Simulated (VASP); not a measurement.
# CdS (Fm-3m) in VASP: single point with r2SCAN+rVV10

Aim: the single point of CdS with r2SCAN+rVV10.

All numbers are computed with VASP 6.6.1; they aren't measurements. Logs are shortened: lines on timing, memory, paths and dates and some standing lists are left out, and cuts for length are marked.

## (1) The cell of the first run

Symmetry: Fm-3m, No. 225, cubic system. Conventional cell: a = 5.429 Å, b = 5.429 Å, c = 5.429 Å, α = 90.00°, β = 90.00°, γ = 90.00°. Within 3.6 Å of Cd (site symmetry m-3m) lie 6 S at 2.71 Å. S (site symmetry m-3m) has 6 Cd at 2.71 Å within 3.6 Å.

## (2) Single point, r2SCAN+rVV10

File POSCAR:

```
CdS
1.0
    0.0000000000      2.7142662122      2.7142662122
    2.7142662122      0.0000000000      2.7142662122
    2.7142662122      2.7142662122      0.0000000000
Cd S
1 1
Direct
    0.0000000000      0.0000000000      0.0000000000
    0.5000000000      0.5000000000      0.5000000000
```

File INCAR.step1:

```
SYSTEM = CdS
PREC = Accurate
ENCUT = 700
ISMEAR = -1
SIGMA = 0.03
LREAL = .False.
LASPH = .True.
NELM = 120
NBANDS = 20
GGA = PE
ALGO = Normal
EDIFF = 1E-5
LWAVE = .True.
LCHARG = .False.
GGA_COMPAT = .False.
```

File INCAR.step2:

```
SYSTEM = CdS
PREC = Accurate
ENCUT = 700
EDIFF = 1E-6
ISMEAR = -1
SIGMA = 0.03
LREAL = .False.
LASPH = .True.
NELM = 120
ALGO = Normal
ISIF = 2
LWAVE = .False.
LCHARG = .False.
METAGGA = R2SCAN
LMIXTAU = .True.
LUSE_VDW = .True.
IVDW_NL = 2
BPARAM = 11.95
CPARAM = 0.0093
NBANDS = 20
ISTART = 1
GGA_COMPAT = .False.
```

File KPOINTS:

```
Automatic mesh
0
Gamma
  10 10 10
  0 0 0
```

Potentials or basis: VASP PAW PBE potentials, release 64 (Cd_sv_GW, S).

The run is started by

```bash
> cat potpaw_PBE.64/Cd_sv_GW/POTCAR potpaw_PBE.64/S/POTCAR > POTCAR
> cp INCAR.step1 INCAR
> mpirun -np 1 vasp_std > vasp.out
> cp INCAR.step2 INCAR
> mpirun -np 1 vasp_std > vasp.out
```

OUTCAR:

```text
SYSTEM = CdS
   PREC = Accurate
   ENCUT = 700
   EDIFF = 1E-6
   ISMEAR = -1
   LREAL = .False.
   LASPH = .True.
   NELM = 120
   ISIF = 2
   METAGGA = R2SCAN
   IVDW_NL = 2
   BPARAM = 11.95
   ISTART = 1

 ion  position               nearest neighbor table
   1  0.000  0.000  0.000-   2 2.71   2 2.71   2 2.71   2 2.71   2 2.71   2 2.71
   2  0.500  0.500  0.500-   1 2.71   1 2.71   1 2.71   1 2.71   1 2.71   1 2.71

  LATTYP: Found a face centered cubic cell.
 ALAT       =     5.4285324244

  Lattice vectors:

 A1 = (   0.0000000000,   2.7142662122,   2.7142662122)
 A2 = (   2.7142662122,   0.0000000000,   2.7142662122)
 A3 = (   2.7142662122,   2.7142662122,   0.0000000000)

Analysis of symmetry for initial positions (statically):
=====================================================================
 Subroutine PRICEL returns:
 Original cell was already a primitive cell.

 Routine SETGRP: Setting up the symmetry group for a
 face centered cubic supercell.

 Subroutine GETGRP returns: Found 48 space group operations
 (whereof 48 operations were pure point group operations)
 out of a pool of 48 trial point group operations.

The static configuration has the point symmetry O_h .

Analysis of symmetry for dynamics (positions and initial velocities):
=====================================================================
 Subroutine PRICEL returns:
 Original cell was already a primitive cell.

 Routine SETGRP: Setting up the symmetry group for a
 face centered cubic supercell.

 Subroutine GETGRP returns: Found 48 space group operations
 (whereof 48 operations were pure point group operations)
 out of a pool of 48 trial point group operations.

The dynamic configuration has the point symmetry O_h .

 Subroutine INISYM returns: Found 48 space group operations
 (whereof 48 operations are pure point group operations),
 and found     1 'primitive' translations

----------------------------------------------------------------------------------------

                                     Primitive cell

  volume of cell :      39.9933

  direct lattice vectors                    reciprocal lattice vectors
     0.000000000  2.714266212  2.714266212    -0.184211850  0.184211850  0.184211850
     2.714266212  0.000000000  2.714266212     0.184211850 -0.184211850  0.184211850
     2.714266212  2.714266212  0.000000000     0.184211850  0.184211850 -0.184211850
[... 73 lines left out ...]
   NGXF,Y,Z  is equivalent  to a cutoff of  31.18, 31.18, 31.18 a.u.
 SYSTEM =  CdS
   PREC   = accura    normal or accurate (medium, high low for compatibility)
   ISTART =      1    job   : 0-new  1-cont  2-samecut
   ICHARG =      0    charge: 1-file 2-atom 10-const
   ISPIN  =      1    spin polarized calculation?
   LNONCOLLINEAR =      F non collinear calculations
   LSORBIT =      F    spin-orbit coupling
   LASPH  =      T    aspherical Exc in radial PAW
   ENCUT  =  700.0 eV  51.45 Ry    7.17 a.u.   8.28  8.28  8.28*2*pi/ulx,y,z
   NELM   =    120;   NELMIN=  2; NELMDL=  0     # of ELM steps
   EDIFF  = 0.1E-05   stopping-criterion for ELM
   LREAL  =      F    real-space projection
[... 7 lines left out ...]
   TEBEG  =    0.0;   TEEND  =   0.0 temperature during run
   PSTRESS=    0.0 pullay stress
   NELECT =      26.0000    total number of electrons
   NUPDOWN=      -1.0000    fix difference up-down
   EMIN   =  10.00;   EMAX   =-10.00  energy-range for DOS
   EFERMI =   0.00;   METHOD = LEGACY
   ISMEAR =    -1;   SIGMA  =   0.03  broadening in eV -4-tet -1-fermi 0-gaus
   EFERMI_NEDOS =   21; number of points for ismear=-14 and -15
   IALGO  =     38    algorithm
   IMIX   =      4    mixing-type and parameters
     AMIX     =   0.40;   BMIX     =  1.00
     AMIX_MAG =   1.60;   BMIX_MAG =  1.00
  volume/ion in A,a.u.               =      20.00       134.94
  Fermi-wavevector in a.u.,A,eV,Ry     =   1.418198  2.680005 27.365198  2.011285
  Thomas-Fermi vector in A             =   2.539349
   LORBIT       =      0    0 simple, 1 ext, 2 COOP (PROOUT), +10 PAW based schemes
   METAGGA = R2SCAN    functional components
   LHFCALC =     F    Hartree Fock is set to
   AEXX    =    0.0000 exact exchange contribution
   IVDW_NL    =     2    kernel type
   BPARAM     =11.9500
   IVDW    =     0    specifies the selected vdW correction
   LEPSILON=     F    determine dielectric tensor
   LRPA    =     F    only Hartree local field effects (RPA)
 non-spin polarized calculation
  energy-cutoff  :      700.00
  volume of cell :       39.99
 maximum number of plane-waves:      1701
 NGX is ok and might be reduce to    36
   NGX = 17   NGY = 17   NGZ = 17

 number of electron      25.9999997 magnetization

 Free energy of the ion-electron system (eV)
  ---------------------------------------------------
  ext. energy  EPLUGINS =         0.00000000
  ---------------------------------------------------
  free energy    TOTEN  =       -28.89414450 eV

  energy without entropy =      -28.89414441  energy(sigma->0) =      -28.89414445

 E-fermi :   5.1996     XC(G=0): -11.2783

 val. band max:        4.7928440720   @ k =   0.5000   0.0000   0.0000
 cond. band min:       5.5283173127   @ k =   0.5000   0.5000   0.0000
 fundamental gap:      0.7354732407
 Fermi energy:         5.1995826456

 k-point     1 :       0.0000    0.0000    0.0000
  band No.  band energies     occupation
      1     -99.6246      2.00000
      2     -59.7882      2.00000
      3     -59.7882      2.00000
      4     -59.7882      2.00000
      5      -8.6495      2.00000
      6      -3.1198      2.00000
[... 541 lines left out ...]
     19      19.3550      0.00000
     20      20.9311      0.00000

 [... further k-points ...]

------------------------ aborting loop because EDIFF is reached ----------------------------------------

  FORCE on cell =-STRESS in cart. coord.  units (eV):
  Direction    XX          YY          ZZ          XY          YZ          ZX
  --------------------------------------------------------------------------------------
  -------------------------------------------------------------------------------------
  Total       -0.0106617     -0.0106617     -0.0106617      0.0000000      0.0000000     -0.0000000
  in kB       -0.4271203     -0.4271203     -0.4271203      0.0000000      0.0000000     -0.0000000
  external PRESSURE =      -0.4271203 kB  Pullay stress =       0.0000000 kB

 VOLUME and BASIS-vectors are now :
 -----------------------------------------------------------------------------
  energy-cutoff  :      700.00
  volume of cell :       39.99
      direct lattice vectors                 reciprocal lattice vectors
     0.000000000  2.714266212  2.714266212    -0.184211850  0.184211850  0.184211850
     2.714266212  0.000000000  2.714266212     0.184211850 -0.184211850  0.184211850
     2.714266212  2.714266212  0.000000000     0.184211850  0.184211850 -0.184211850

 POSITION                                       TOTAL-FORCE (eV/Angst)
 -----------------------------------------------------------------------------------
      0.00000      0.00000      0.00000        -0.000000      0.000000     -0.000000
      2.71427      2.71427      2.71427         0.000000     -0.000000      0.000000
 -----------------------------------------------------------------------------------
    total drift:                               -0.000000      0.000000      0.000000

  FREE ENERGIE OF THE ION-ELECTRON SYSTEM (eV)
  ---------------------------------------------------
  free  energy   TOTEN  =       -28.8941444963 eV

  energy  without entropy=      -28.8941444117  energy(sigma->0) =      -28.89414445
```

OSZICAR.step1:

```text
N       E                     dE             d eps       ncg     rms          rms(c)
DAV:   1     0.487228885951E+03    0.48723E+03   -0.17155E+04  1896   0.206E+03
DAV:   2     0.398731258833E+02   -0.44736E+03   -0.41656E+03  1880   0.629E+02
DAV:   3    -0.456799490953E+01   -0.44441E+02   -0.43640E+02  2812   0.232E+02
DAV:   4    -0.644737706664E+01   -0.18794E+01   -0.18774E+01  2672   0.467E+01
DAV:   5    -0.651088282686E+01   -0.63506E-01   -0.63500E-01  2628   0.840E+00    0.170E+01
DAV:   6    -0.596321647303E+01    0.54767E+00   -0.12240E+00  2976   0.195E+01    0.127E+01
DAV:   7    -0.594388427052E+01    0.19332E-01   -0.37470E-01  2780   0.560E+00    0.564E+00
DAV:   8    -0.594133619802E+01    0.25481E-02   -0.36011E-02  2948   0.374E+00    0.472E-01
DAV:   9    -0.594069830565E+01    0.63789E-03   -0.43365E-03  2660   0.190E+00    0.819E-02
DAV:  10    -0.594071118162E+01   -0.12876E-04   -0.19786E-04  2968   0.208E-01    0.525E-02
DAV:  11    -0.594071531112E+01   -0.41295E-05   -0.18894E-05  2172   0.469E-02
   1 F= -.59407153E+01 E0= -.59406688E+01  d E =-.930919E-04
```

It took 6 min on 1 thread of Intel Xeon Platinum 8375C at 2.90GHz (Ice Lake), shared host; peak memory 0.43 GiB.

What came out:

| Item | Value |
| --- | --- |
| Free energy | -28.8941 eV |
| Pressure | 0.0 GPa |
| Band gap on the k mesh | 0.74 eV (least direct gap 2.46 eV) |

Caveat: semilocal functionals underestimate gaps, and a narrow one can read as zero; the PAW data sets were made with another functional, which shifts forces and pressure a little.
